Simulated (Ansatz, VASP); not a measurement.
**Te2Mo in VASP and in Ansatz**

```
Te Mo
1.0
     3.40664    0.00000    0.00000
    -1.70332    2.95024    0.00000
     0.00000    0.00000   14.00854
Te Mo
4 2
Direct
  0.33333 0.66667 0.62113
  0.66667 0.33333 0.12113
  0.33333 0.66667 0.87887
  0.66667 0.33333 0.37887
  0.33333 0.66667 0.25000
  0.66667 0.33333 0.75000
```

Change from the starting cell: strain -0.025 along x and y, +0.000 along z, atoms carried along.

Alike in both runs: task single point; functional PBEsol; k mesh 12 × 12 × 2; occupations gaussian, width 0.05 eV; no spin polarisation.

|  | VASP | Ansatz |
| --- | --- | --- |
| version | VASP 6.6.1 | Ansatz 0.2.0 |
| potentials or method | VASP PAW PBE potentials, release 64 (Te, Mo_sv), cutoff 520 eV | scalar-relativistic, plane waves, PAW |
| valence electrons in the cell | 52 | 92 |

VASP gave:

```
gap on the k mesh at the Fermi level (eV)                     : 0.76
least direct gap on the mesh (eV)                             : 1.11
pressure (GPa)                                                : 5.6
traceless stress, the component that is largest in VASP (GPa) : -1.03
rms of the force components (eV/Å)                            : 0.251
```

Task: Which values does Ansatz return?

Result: gap on the k mesh at the Fermi level (eV): 0.76; least direct gap on the mesh (eV): 1.10; pressure (GPa): 5.5; traceless stress, the component that is largest in VASP (GPa): -1.11; rms of the force components (eV/Å): 0.236.

VASP's potentials were made for PBE, not for PBEsol. Atom by atom the forces differ by 0.016 eV/Å (rms over components). VASP's potentials hold 52 valence electrons a cell and Ansatz's 92, so a difference there can come from the potentials and not from the codes.

Neither program's run includes spin-orbit coupling.
